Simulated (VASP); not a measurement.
**Ti: electric field gradients with LDA**

Ti:

```
CELL_PARAMETERS angstrom
0.00000 1.98891 1.98891
1.98891 0.00000 1.98891
1.98891 1.98891 0.00000
ATOMIC_POSITIONS crystal
Ti 0.00000 0.00000 0.00000
```

This isn't the form of Ti at room conditions, which is hcp.

```yaml
Program: VASP 6.6.1
Task: electric field gradients
Functional: LDA
Potentials_or_basis: VASP PAW LDA potentials, release 64 (Ti_sv)
Cutoff: 400 eV
k_mesh: 15 × 15 × 15
Occupations: fermi-dirac, width 0.05 eV
Spin: no spin polarisation
Dipole_correction: no
Further_INCAR_settings: ALGO = Normal; EDIFF = 1e-08; NBANDS = 12
```

```json
{
 "Pressure": "1.4 GPa",
 "Band gap on the k mesh": "zero (bands 6 and 7 overlap by 1.23 eV)",
 "Largest electric field gradient by atom": "zero within the noise of the run"
}
```

Levels at points of the mesh, in eV from the Fermi level:
```tsv
k point	band 4	band 5	band 6	band 7	band 8	band 9
(0.00, 0.00, 0.00)	-31.97	-6.21	0.89	0.89	0.89	2.73
```

It took 16 s on 1 thread of Intel Xeon 8259CL (shared host), peak memory 0.12 GiB.
